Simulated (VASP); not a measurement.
Runs of VASP 6.6.1 on Ta. The structure is that of space group Im-3m (No. 229), or close to it. The cells are those of the table. 

```csv
cell,gap on the mesh (eV),pressure (GPa)
"a = 2.860 Å, angles 108.7, 110.3, 109.5°, 1 atom",none,-8.1
"a = 2.860 Å, angles 111.1, 107.9, 109.5°, 1 atom",none,-8.0
"a = 2.861 Å, angles 107.0, 111.9, 109.5°, 1 atom",none,(a)
"a = 2.861 Å, angles 107.5, 111.5, 109.5°, 1 atom",none,-7.9
```

Alike in all rows: task single point; level LDA; potentials or basis VASP PAW LDA potentials, release 64 (Ta_pv); no spin polarisation; k mesh 20 × 20 × 20; cutoff (eV) 500; smearing gaussian 0.2 eV.

Task: Fill in the values left out.

Result: (a) -7.8.

Caveats: the cell stands under tension; spin-orbit coupling is left out, which moves the levels of the heavy elements.

A k mesh can miss the band edges, and the runs leave out spin-orbit coupling on Ta.

A gap of «none» marks levels without a gap at the run's occupations.
